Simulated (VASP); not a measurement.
# Ta2N (P-3m1) in VASP: single point with PBE

Aim: the single point of Ta2N with PBE.

All numbers are computed with VASP 6.6.1; they aren't measurements. Logs are shortened: lines on timing, memory, paths and dates and some standing lists are left out, and cuts for length are marked.

## (1) The cell of the first run

The structure is trigonal, space group P-3m1 (No. 164). Conventional cell: a = 3.113 Å, b = 3.113 Å, c = 4.870 Å, α = 90.00°, β = 90.00°, γ = 120.00°. Within 3.2 Å of Ta (site symmetry 3m) lie 3 N at 2.18 Å and 12 Ta at 2.99 to 3.11 Å. N (site symmetry -3m) has 6 Ta at 2.18 Å within 2.9 Å.

## (2) Single point, PBE

Input file INCAR:

```
SYSTEM = Ta2N
  ALGO = Normal
  EDIFF = 1E-6
  ENCUT = 700
  GGA = PE
  GGA_COMPAT = .FALSE.
  ISIF = 2
  ISMEAR = 0
  LASPH = .TRUE.
  LCHARG = .TRUE.
  LELF = .TRUE.
  LREAL = .FALSE.
  LVHAR = .TRUE.
  LWAVE = .FALSE.
  NBANDS = 22
  NELM = 120
  PREC = Accurate
  SIGMA = 0.1
```

Input file KPOINTS:

```
k-points
0
G
  2 2 1
  0 0 0
```

Input file POSCAR:

```
Ta2N
1.0
    3.1128615060      0.0000000000      0.0000000000
   -1.5564307530      2.6958171426      0.0000000000
    0.0000000000      0.0000000000      4.8698410000
Ta N
2 1
Direct
    0.6666666667      0.3333333333      0.7452890000
    0.3333333333      0.6666666667      0.2547110000
    0.0000000000      0.0000000000      0.0000000000
```

Potentials or basis: VASP PAW PBE potentials, release 64 (Ta_sv_GW, N).

Run with:

```sh
> cat potpaw_PBE.64/Ta_sv_GW/POTCAR potpaw_PBE.64/N/POTCAR > POTCAR
> mpirun -np 1 vasp_std > vasp.out
```

OUTCAR:

```text
SYSTEM = Ta2N
   EDIFF = 1E-6
   ENCUT = 700
   GGA = PE
   ISIF = 2
   ISMEAR = 0
   LASPH = .TRUE.
   LREAL = .FALSE.
   NELM = 120
   PREC = Accurate

 ion  position               nearest neighbor table
   1  0.667  0.333  0.745-   3 2.18   3 2.18   3 2.18   2 2.99   2 2.99   2 2.99   2 3.06   2 3.06
                             2 3.06
   2  0.333  0.667  0.255-   3 2.18   3 2.18   3 2.18   1 2.99   1 2.99   1 2.99   1 3.06   1 3.06
                             1 3.06
   3  0.000  0.000  0.000-   1 2.18   2 2.18   2 2.18   1 2.18   1 2.18   2 2.18

  LATTYP: Found a hexagonal cell.
 ALAT       =     3.1128615060
 C/A-ratio  =     1.5644258476

  Lattice vectors:

 A1 = (   3.1128615060,   0.0000000000,   0.0000000000)
 A2 = (  -1.5564307530,   2.6958171426,   0.0000000000)
 A3 = (   0.0000000000,   0.0000000000,   4.8698410000)

Analysis of symmetry for initial positions (statically):
=====================================================================
 Subroutine PRICEL returns:
 Original cell was already a primitive cell.

 Routine SETGRP: Setting up the symmetry group for a
 hexagonal supercell.

 Subroutine GETGRP returns: Found 12 space group operations
 (whereof 12 operations were pure point group operations)
 out of a pool of 24 trial point group operations.

The static configuration has the point symmetry D_3d.

Analysis of symmetry for dynamics (positions and initial velocities):
=====================================================================
 Subroutine PRICEL returns:
 Original cell was already a primitive cell.

 Routine SETGRP: Setting up the symmetry group for a
 hexagonal supercell.

 Subroutine GETGRP returns: Found 12 space group operations
 (whereof 12 operations were pure point group operations)
 out of a pool of 24 trial point group operations.

The dynamic configuration has the point symmetry D_3d.

 Subroutine INISYM returns: Found 12 space group operations
 (whereof 12 operations are pure point group operations),
 and found     1 'primitive' translations

----------------------------------------------------------------------------------------

                                     Primitive cell

  volume of cell :      40.8663

  direct lattice vectors                    reciprocal lattice vectors
     3.112861506  0.000000000  0.000000000     0.321247829  0.185472520  0.000000000
    -1.556430753  2.695817143  0.000000000     0.000000000  0.370945041  0.000000000
     0.000000000  0.000000000  4.869841000     0.000000000  0.000000000  0.205345513

  length of vectors
     3.112861506  3.112861506  4.869841000     0.370945041  0.370945041  0.205345513

  position of ions in fractional coordinates (direct lattice)
     0.666666667  0.333333333  0.745289000
     0.333333333  0.666666667  0.254711000
     0.000000000  0.000000000  0.000000000

  ion indices of the primitive-cell ions
   primitive index   ion index
                 1           1
                 2           2
                 3           3

----------------------------------------------------------------------------------------

 KPOINTS: k-points

Automatic generation of k-mesh.
 Grid dimensions read from file:
 generate k-points for:    2    2    1

 Generating k-lattice:

  Cartesian coordinates                     Fractional coordinates (reciprocal lattice)
     0.160623914  0.092736260  0.000000000     0.500000000  0.000000000  0.000000000
     0.000000000  0.185472520  0.000000000     0.000000000  0.500000000  0.000000000
     0.000000000  0.000000000  0.205345513     0.000000000  0.000000000  1.000000000

  Length of vectors
     0.185472520  0.185472520  0.205345513

  Shift w.r.t. Gamma in fractional coordinates (k-lattice)
     0.000000000  0.000000000  0.000000000

 Subroutine IBZKPT returns following result:
 ===========================================

 Found      2 irreducible k-points:

 Following reciprocal coordinates:
            Coordinates               Weight
  0.000000  0.000000  0.000000      1.000000
  0.500000  0.000000  0.000000      3.000000
   k-points           NKPTS =      2   k-points in BZ     NKDIM =      2   number of bands    NBANDS=     22
   number of dos      NEDOS =    301   number of ions     NIONS =      3
   total plane-waves  NPLWV =  32928
   dimension x,y,z NGX =    28 NGY =   28 NGZ =   42
   dimension x,y,z NGXF=    56 NGYF=   56 NGZF=   84
   ions per type =               2   1
   NGX,Y,Z   is equivalent  to a cutoff of  14.95, 14.95, 14.34 a.u.
   NGXF,Y,Z  is equivalent  to a cutoff of  29.91, 29.91, 28.68 a.u.
 SYSTEM =  Ta2N
   PREC   = accura    normal or accurate (medium, high low for compatibility)
   ISTART =      0    job   : 0-new  1-cont  2-samecut
   ICHARG =      2    charge: 1-file 2-atom 10-const
   ISPIN  =      1    spin polarized calculation?
   LNONCOLLINEAR =      F non collinear calculations
   LSORBIT =      F    spin-orbit coupling
   LASPH  =      T    aspherical Exc in radial PAW
   ENCUT  =  700.0 eV  51.45 Ry    7.17 a.u.   6.72  6.72 10.51*2*pi/ulx,y,z
   NELM   =    120;   NELMIN=  2; NELMDL= -5     # of ELM steps
   EDIFF  = 0.1E-05   stopping-criterion for ELM
   LREAL  =      F    real-space projection
   EDIFFG = 0.1E-04   stopping-criterion for IOM
   NSW    =      0    number of steps for IOM
   IBRION =     -1    ionic relax: 0-MD 1-quasi-New 2-CG
   NFREE  =      0    steps in history (QN), initial steepest desc. (CG)
   ISIF   =      2    stress and relaxation
   ISYM   =      2    0-nonsym 1-usesym 2-fastsym
   POTIM  = 0.5000    time-step for ionic-motion
   TEBEG  =    0.0;   TEEND  =   0.0 temperature during run
   PSTRESS=    0.0 pullay stress
   NELECT =      31.0000    total number of electrons
   NUPDOWN=      -1.0000    fix difference up-down
   EMIN   =  10.00;   EMAX   =-10.00  energy-range for DOS
   EFERMI =   0.00;   METHOD = LEGACY
   ISMEAR =     0;   SIGMA  =   0.10  broadening in eV -4-tet -1-fermi 0-gaus
   EFERMI_NEDOS =   21; number of points for ismear=-14 and -15
   IALGO  =     38    algorithm
   IMIX   =      4    mixing-type and parameters
     AMIX     =   0.40;   BMIX     =  1.00
     AMIX_MAG =   1.60;   BMIX_MAG =  1.00
  volume/ion in A,a.u.               =      13.62        91.93
  Fermi-wavevector in a.u.,A,eV,Ry     =   1.493048  2.821451 30.329997  2.229192
  Thomas-Fermi vector in A             =   2.605498
   LORBIT       =      0    0 simple, 1 ext, 2 COOP (PROOUT), +10 PAW based schemes
   GGA     = PE    functional components
   LHFCALC =     F    Hartree Fock is set to
   AEXX    =    0.0000 exact exchange contribution
   IVDW    =     0    specifies the selected vdW correction
   LEPSILON=     F    determine dielectric tensor
   LRPA    =     F    only Hartree local field effects (RPA)
 non-spin polarized calculation
 Gauss-broadening in eV      SIGMA  =   0.10
  energy-cutoff  :      700.00
  volume of cell :       40.87
 maximum number of plane-waves:      1737
 NGX is ok and might be reduce to    28
   NGX = 13   NGY = 13   NGZ = 21

 number of electron      30.9999999 magnetization

 Free energy of the ion-electron system (eV)
  ---------------------------------------------------
  ext. energy  EPLUGINS =         0.00000000
  ---------------------------------------------------
  free energy    TOTEN  =       -38.72012890 eV

  energy without entropy =      -38.68162330  energy(sigma->0) =      -38.70087610

 E-fermi :  12.2132     XC(G=0): -13.1854

 val. band max:       11.6880980453   @ k =   0.0000   0.0000   0.0000
 cond. band min:      12.2408577138   @ k =   0.0000   0.0000   0.0000
 fundamental gap:      0.5527596685
 Fermi energy:        12.2131580584

 k-point     1 :       0.0000    0.0000    0.0000
  band No.  band energies     occupation
      1     -56.7202      2.00000
      2     -56.6437      2.00000
      3     -23.6621      2.00000
      4     -22.9898      2.00000
      5     -22.9898      2.00000
      6     -22.8644      2.00000
[... 14 lines left out ...]
     21      13.0998      0.00000
     22      16.7877      0.00000

 k-point     2 :       0.5000    0.0000    0.0000
  band No.  band energies     occupation
      1     -56.6592      2.00000
      2     -56.6341      2.00000
      3     -23.6118      2.00000
      4     -23.4124      2.00000
      5     -23.2366      2.00000
      6     -23.1832      2.00000
[... 14 lines left out ...]
     21      16.1779      0.00000
     22      16.3766      0.00000

------------------------ aborting loop because EDIFF is reached ----------------------------------------

  FORCE on cell =-STRESS in cart. coord.  units (eV):
  Direction    XX          YY          ZZ          XY          YZ          ZX
  --------------------------------------------------------------------------------------
  -------------------------------------------------------------------------------------
  Total        0.8013317      0.8013317      1.1047293      0.0000000     -0.0000000     -0.0000000
  in kB       31.4165085     31.4165085     43.3113223      0.0000000     -0.0000000     -0.0000000
  external PRESSURE =      35.3814465 kB  Pullay stress =       0.0000000 kB

 VOLUME and BASIS-vectors are now :
 -----------------------------------------------------------------------------
  energy-cutoff  :      700.00
  volume of cell :       40.87
      direct lattice vectors                 reciprocal lattice vectors
     3.112861506  0.000000000  0.000000000     0.321247829  0.185472520  0.000000000
    -1.556430753  2.695817143  0.000000000     0.000000000  0.370945041  0.000000000
     0.000000000  0.000000000  4.869841000     0.000000000  0.000000000  0.205345513

 POSITION                                       TOTAL-FORCE (eV/Angst)
 -----------------------------------------------------------------------------------
      1.55643      0.89861      3.62944        -0.000000     -0.000000      1.264402
     -0.00000      1.79721      1.24040         0.000000      0.000000     -1.264402
      0.00000      0.00000      0.00000         0.000000      0.000000      0.000000
 -----------------------------------------------------------------------------------
    total drift:                                0.000000     -0.000000     -0.000000

  FREE ENERGIE OF THE ION-ELECTRON SYSTEM (eV)
  ---------------------------------------------------
  free  energy   TOTEN  =       -38.7201289028 eV

  energy  without entropy=      -38.6816232986  energy(sigma->0) =      -38.70087610
```

Run time: 12 s. Hardware: 1 thread of Intel Xeon Platinum 8259CL at 2.50GHz (Skylake/Cascade Lake), shared host; peak memory 0.18 GiB.

Results:

```
Free energy            : -38.7201 eV
Pressure               : 3.5 GPa
Largest force          : 1.264 eV/Å
Band gap on the k mesh : zero (an odd number of electrons rules out a gap without spin polarisation)
```

Forces in eV/Å, atoms in the order of the input:
```
Ta   0.000  0.000  1.264
Ta   0.000  0.000 -1.264
N    0.000  0.000  0.000
```

Caveat: the k points lie up to 1.29 Å⁻¹ apart, too coarse for converged energies and pressures of a metal; spin-orbit coupling is left out, which moves the levels of the heavy elements; forces of over 1 eV/Å act on the atoms, so gaps and moduli don't describe the material at rest.

The gap in the log of VASP goes by the Fermi energy; the results here count the filled bands.